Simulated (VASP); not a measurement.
Here is a VASP 6.6.1 calculation.

POSCAR

```
LiH
1.0
    2.5016587118      0.0000000000      0.0000000000
    0.0000000000      2.5016587118      0.0000000000
    0.0000000000      0.0000000000      2.5016587118
Li H
1 1
Direct
    0.0000000000      0.0000000000      0.0000000000
    0.5000000000      0.5000000000      0.5000000000
```

The input INCAR.step1:

```
ALGO     = Normal         # electronic algorithm
EDIFF    = 1E-5           # SCF threshold, eV
ENCUT    = 600            # plane-wave cutoff, eV
GGA      = PE             # functional
ISMEAR   = -1             # smearing method
LASPH    = T              # aspherical terms in the spheres
LCHARG   = F              # write CHGCAR
LREAL    = F              # projectors in reciprocal space
LWAVE    = T              # write WAVECAR
NBANDS   = 9              # bands
NELM     = 80             # most SCF steps
PREC     = Accurate       # precision mode
SIGMA    = 0.02           # smearing width, eV
```

The input INCAR.step2:

```
ALGO     = Normal         # electronic algorithm
EDIFF    = 1E-7           # SCF threshold, eV
EDIFFG   = -0.005         # ionic threshold
ENCUT    = 600            # plane-wave cutoff, eV
GGA      = PE             # functional
HFSCREEN = 0.2079         # screening, 1/A
IBRION   = 2              # ionic algorithm
ISIF     = 3              # what is computed and relaxed
ISMEAR   = -1             # smearing method
ISTART   = 1            
LASPH    = T              # aspherical terms in the spheres
LCHARG   = F              # write CHGCAR
LHFCALC  = T              # exact exchange
LREAL    = F              # projectors in reciprocal space
LWAVE    = F              # write WAVECAR
NELM     = 80             # most SCF steps
NSW      = 80             # ionic steps
PREC     = Accurate       # precision mode
PRECFOCK = Normal       
SIGMA    = 0.02           # smearing width, eV
```

File KPOINTS:

```
k-points
0
Gamma
  6 6 6
```

Potentials or basis: VASP PAW PBE potentials, release 64 (Li_sv, H).

Launch:

```console
$ cat potpaw_PBE.64/Li_sv/POTCAR potpaw_PBE.64/H/POTCAR > POTCAR
$ cp INCAR.step1 INCAR
$ mpirun -np 1 vasp_std > vasp.out
$ cp INCAR.step2 INCAR
$ mpirun -np 1 vasp_std > vasp.out
```

Question: Predict the relaxed cell.

Answer: a = 2.494 Å, b = 2.494 Å, c = 2.494 Å, α = 90.00°, β = 90.00°, γ = 90.00°.

Question: Estimate the space group after relaxing (to 0.05 Å).

Answer: Pm-3m (No. 221).

Final structure:
```
Li H
1.0
     2.49408    0.00000    0.00000
     0.00000    2.49408    0.00000
     0.00000    0.00000    2.49408
Li H
1 1
Direct
  0.00000 0.00000 0.00000
  0.50000 0.50000 0.50000
```
